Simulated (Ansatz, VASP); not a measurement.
# Two plane-wave programs on SnTe

File INCAR:

```
PREC = Accurate
ENCUT = 500
EDIFF = 1E-6
ISMEAR = -1
SIGMA = 0.02
LREAL = F
LASPH = T
NELM = 120
ALGO = Normal
ISIF = 2
LWAVE = F
LCHARG = F
GGA = PE
NBANDS = 17
GGA_COMPAT = F
```

KPOINTS

```
regular mesh
0
Gamma
  6 6 6
```

File POSCAR:

```
SnTe
1.0
    0.0000000000      3.2700876599      3.2700876599
    3.2700876599      0.0000000000      3.2700876599
    3.2700876599      3.2700876599      0.0000000000
Sn Te
1 1
Direct
    0.0000000000      0.0000000000      0.0000000000
    0.5000000000      0.5000000000      0.5000000000
```

Input for Ansatz:

```yaml
crystal:
  lattice:
    - [0.0, 3.2700876599, 3.2700876599]
    - [3.2700876599, 0.0, 3.2700876599]
    - [3.2700876599, 3.2700876599, 0.0]
  atoms:
    - { symbol: Sn, position: [0.0, 0.0, 0.0] }
    - { symbol: Te, position: [0.5, 0.5, 0.5] }
kpoints:
  mp_grid: { grid: [6, 6, 6] }
hamiltonian:
  xc: pbe
scf:
  occupations: { method: fermi_dirac, width: 0.02 }
  n_extra_bands: 4
output:
  forces: true
  stress: true
  eigenvalues: true
```

Alike in both runs: task single point; functional PBE; k mesh 6 × 6 × 6; occupations fermi-dirac, width 0.02 eV; no spin polarisation.

|  | VASP | Ansatz |
| --- | --- | --- |
| version | VASP 6.6.1 | Ansatz 0.2.0 |
| potentials or method | VASP PAW PBE potentials, release 64 (Sn_d, Te) | plane waves, PAW |
| plane-wave cutoff (eV) | 500 | 420 |
| valence electrons in the cell | 20 | 30 |

```csv
,VASP,Ansatz,Ansatz less VASP
pressure (GPa),-2.2,-2.1,+0.05
```

The functional is the same, so the differences come from potentials, cutoffs and numerics. VASP's potentials hold 20 valence electrons a cell and Ansatz's 30, so a difference there can come from the potentials and not from the codes.

Neither program's run includes spin-orbit coupling.
